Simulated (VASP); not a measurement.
A run of VASP 6.6.1:

File INCAR:

```
PREC = Accurate
ENCUT = 1000
EDIFF = 1E-6
ISMEAR = -1
SIGMA = 0.02
LREAL = Auto
LASPH = True
NELM = 120
ALGO = Normal
ISIF = 2
LWAVE = False
LCHARG = False
GGA = PE
IVDW = 12
NBANDS = 64
GGA_COMPAT = False
```

File KPOINTS:

```
regular mesh
0
Gamma
  1 1 1
```

File POSCAR:

```
H6C2O
1.0
    7.3483620000      0.0000000000      0.0000000000
    0.0000000000      7.3483620000      0.0000000000
    0.0000000000      0.0000000000      7.3483620000
O C H
4 8 24
Direct
    0.9443056834      0.3151722792      0.7606865312
    0.5571037464      0.4866526717      0.3253378100
    0.9404817019      0.8264835075     -0.0294759567
    0.8668462441      0.0143433326      0.2987740669
    0.9548386430      0.2262817210      0.6250372532
    0.5861578403      0.3737431553      0.4441806215
    0.8232991243      0.7153022674      0.0278837651
    0.9739993756      0.0367156653      0.1763114011
    0.4242442057      0.7566992481      0.6288612347
    0.4789774919      0.1506322089      0.9438974291
    0.2135305800      0.4730305883      0.0920477244
    0.0031571662      0.6589631812      0.4848155276
    1.0027132577      0.2811510919      0.4902180921
    0.9272406558      0.0815691987      0.6227102040
    0.5503675513      0.2224169141      0.4138473309
    0.6160284428      0.4067028815      0.5921455693
    0.7931563524      0.5907711133     -0.0466634605
    0.7656536246      0.7453089546      0.1650435839
    0.9501981530      0.1129503419      0.0519979827
    1.1181403420      0.0162213021      0.2099515511
    0.5422569002      0.8317227703      0.5591450176
    0.3799758368      0.6488248674      0.5434952715
    0.3206701031      0.8639612474      0.6202470700
    0.4464804537      0.6922222939      0.7577879261
    0.4044574832      0.0257744515      0.9808444385
    0.4648518949      0.2368146806      1.0595558575
    0.4240945125      0.2090125663      0.8208632073
    0.6289156686      0.0879515734      0.9203139421
    0.2821445106      0.3839086860      0.1846261793
    0.0754045595      0.4270611600      0.0746969189
    0.2811919173      0.4779024223     -0.0325786890
    0.2292347601      0.6100271054      0.1445083952
    0.0768470579      0.7825689589      0.4900956159
    0.0432477333      0.5780335808      0.3571544243
   -0.1433108494      0.7023061738      0.5141690080
    0.0499975369      0.5683307382      0.5962961542
```

Potentials or basis: VASP PAW PBE potentials, release 64 (O_h, C_h, H_h).

The run is started by

```console
$ cat potpaw_PBE.64/O_h/POTCAR potpaw_PBE.64/C_h/POTCAR potpaw_PBE.64/H_h/POTCAR > POTCAR
$ mpirun -np 1 vasp_gam > vasp.out
```

Hardware: 1 thread of AMD EPYC 7R13 Processor (Zen 3), on a shared host.

Q: Estimate the wall time of this run.

A: Wall time 2.4 min on 1 thread of AMD EPYC 7R13 Processor (Zen 3) (shared host), peak memory 0.85 GiB. Counts: scf iterations 16, k points 1.
